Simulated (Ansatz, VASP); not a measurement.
## Two plane-wave programs on Te6Mo3H

```
Te Mo H
1.0
     3.49594    0.00000    0.00000
    -1.74797    3.02757    0.00000
     0.00000    0.00000   21.31135
Te Mo H
6 3 1
Direct
  0.00000 0.00000 0.91473
  0.33333 0.66667 0.59342
  0.33333 0.66667 0.23597
  0.33333 0.66667 0.76403
  0.33333 0.66667 0.40658
  0.00000 0.00000 0.08527
  0.00000 0.00000 0.67869
  0.00000 0.00000 0.32131
  0.33333 0.66667 0.00000
  0.94893 0.05780 0.50233
```

Alike in both runs: task single point; functional PBE; dispersion D3(BJ); k mesh 9 × 9 × 1; occupations gaussian, width 0.05 eV; no spin polarisation.

|  | VASP | Ansatz |
| --- | --- | --- |
| version | VASP 6.6.1 | Ansatz 0.2.0 |
| potentials or method | VASP PAW PBE potentials, release 64 (Te, Mo_sv, H), cutoff 520 eV | scalar-relativistic, plane waves, PAW |
| valence electrons in the cell | 79 | 139 |

Ansatz gave:

| Quantity | Value |
| --- | --- |
| gap on the k mesh at the Fermi level (eV) | none |
| pressure (GPa) | -0.8 |
| traceless stress, the component that is largest in VASP (GPa) | -0.19 |
| rms of the force components (eV/Å) | 0.192 |

Task: Estimate VASP's values.

Result: gap on the k mesh at the Fermi level (eV): none; pressure (GPa): -0.9; traceless stress, the component that is largest in VASP (GPa): -0.19; rms of the force components (eV/Å): 0.195.

Atom by atom the forces differ by 0.006 eV/Å (rms over components). A gap of «none» marks a metal or a gap that the smearing closes. VASP's potentials hold 79 valence electrons a cell and Ansatz's 139, so a difference there can come from the potentials and not from the codes.

Neither program's run includes spin-orbit coupling.
